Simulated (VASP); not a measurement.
**InSb: single point with PBE**

The system is InSb.

```
In Sb
1.0
     0.00000    3.05203    3.31742
     3.05203    0.00000    3.31742
     3.05203    3.05203    0.00000
In Sb
1 1
Direct
  0.00000 0.00000 0.00000
  0.75000 0.75000 0.75000
```

This cell differs from its parent crystal: strain -0.080 along x and y, +0.000 along z.

- Program: VASP 6.6.1
- Task: single point
- Functional: PBE
- Potentials or basis: VASP PAW PBE potentials, release 64 (In_d, Sb)
- Cutoff: 520 eV
- k mesh: 16 × 16 × 16
- Occupations: gaussian, width 0.15 eV
- Spin: no spin polarisation
- Dipole correction: no
- Further INCAR settings: ALGO = Normal; EDIFF = 1e-07; NBANDS = 16

| Property | Result |
| --- | --- |
| Pressure | 9.0 GPa |
| Band gap on the k mesh | 0.16 eV |

Stress tensor (GPa, compression positive):
```
9.79 0.00 0.00
0.00 9.79 0.00
0.00 0.00 7.42
```

Levels at points of the mesh, in eV from the valence-band top:
| k point | band 7 | band 8 | band 9 | band 10 | band 11 | band 12 |
| --- | --- | --- | --- | --- | --- | --- |
| (0.00, 0.00, 0.00) | -0.51 | 0.00 | 0.00 | 0.16 | 2.75 | 2.75 |
| (0.50, 0.00, 0.00) | -6.26 | -1.64 | -1.00 | 0.44 | 3.54 | 3.90 |
| (0.50, 0.50, 0.00) | -6.79 | -2.43 | -2.43 | 1.34 | 1.54 | 8.51 |
| (0.50, 0.00, 0.50) | -6.36 | -2.93 | -2.87 | 0.85 | 0.88 | 8.09 |

Wall time 2.6 min on 1 thread of AMD EPYC 9R45 96-Core Processor (Zen 5), with other jobs on the host, peak memory 0.45 GiB.

Caveat: the cell differs from its parent crystal (strain -0.080 along x and y, +0.000 along z); the cell stands under pressure; semilocal functionals underestimate gaps, and a narrow one can read as zero; spin-orbit coupling is left out, which moves the levels of the heavy elements. A k mesh can miss the band edges.
